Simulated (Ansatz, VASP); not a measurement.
**NbAs in VASP and in Ansatz**

```
Nb As
1.0
     0.00000    2.60212    2.60212
     2.60212    0.00000    2.60212
     2.60212    2.60212    0.00000
Nb As
1 1
Direct
  0.50000 0.50000 0.50000
  0.00000 0.00000 0.00000
```

Alike in both runs: task single point; functional PBE; k mesh 12 × 12 × 12; occupations gaussian, width 0.05 eV; no spin polarisation.

|  | VASP | Ansatz |
| --- | --- | --- |
| version | VASP 6.6.1 | Ansatz 0.2.0 |
| potentials or method | VASP PAW PBE potentials, release 64 (Nb_sv, As), cutoff 520 eV | scalar-relativistic, plane waves, PAW |
| valence electrons in the cell | 18 | 28 |

```csv
,VASP,Ansatz,Ansatz less VASP
gap on the k mesh at the Fermi level (eV),none,none,-
pressure (GPa),6.3,6.3,-0.05
```

A gap of «none» marks a metal or a gap that the smearing closes. VASP's potentials hold 18 valence electrons a cell and Ansatz's 28, so a difference there can come from the potentials and not from the codes.
